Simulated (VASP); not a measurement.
Ga:

```
Ga
1.0
     1.38300   -4.02650    0.00000
     1.38300    4.02650    0.00000
    -0.11745    0.00000    3.32993
Ga
2
Direct
  0.13100 0.86900 0.75000
  0.86900 0.13100 0.25000
```

- Program: VASP 6.6.1
- Task: relaxation of cell and atoms
- Functional: BLYP
- Potentials or basis: VASP PAW PBE potentials, release 64 (Ga_d)
- Cutoff: 600 eV
- k mesh: 10 × 10 × 8
- Occupations: fermi-dirac, width 0.05 eV
- Spin: no spin polarisation

At the start: pressure 7.1 GPa; volume 18.54 Å³/atom.

Problem. How do energy, volume and symmetry change on relaxing?

Solution. Over 23 steps the energy falls by 66.2 meV/atom and the volume is 21.78 Å³/atom (+17.4 %); space group C2/c (No. 15, to 0.1 Å) before, Cmcm (No. 63, to 0.1 Å).

The path:
```csv
step,energy change (eV),largest force (eV/Å),pressure (GPa),volume (Å³)
1,0.0000,0.1654,7.07,37.09
2,-0.1162,0.0551,1.48,41.66
3,-0.1253,0.0197,-0.28,44.09
4,-0.1256,0.0242,-0.06,43.74
5,-0.1256,0.0282,0.05,43.60
6,-0.1265,0.0217,-0.04,43.59
7,-0.1282,0.0059,-0.07,43.56
8,-0.1297,0.0223,0.05,43.46
9,-0.1297,0.0156,0.12,43.49
10,-0.1298,0.0186,-0.03,43.48
11,-0.1307,0.0127,0.14,43.38
12,-0.1309,0.0281,0.14,43.33
13,-0.1315,0.0405,-0.15,43.54
14,-0.1315,0.0419,0.00,43.56
15,-0.1316,0.0437,0.04,43.58
16,-0.1316,0.0476,-0.19,43.64
17,-0.1321,0.0369,0.20,43.51
18,-0.1321,0.0365,0.03,43.50
19,-0.1322,0.0354,-0.05,43.49
20,-0.1322,0.0328,-0.07,43.46
21,-0.1322,0.0271,0.16,43.40
22,-0.1322,0.0296,0.10,43.42
23,-0.1325,0.0049,0.01,43.55
```

Final structure:
```
Ga
1.0
     1.53023   -4.20885    0.03091
     1.53023    4.20885    0.03091
    -0.05478    0.00000    3.37989
Ga
2
Cartesian
  1.4891 3.0638 2.5658
  1.5165 -3.0638 0.8759
```

Caveat: the volume moved by over 15 % at a fixed basis, so the end points are rough; the PAW data sets were made with another functional, which shifts forces and pressure a little.
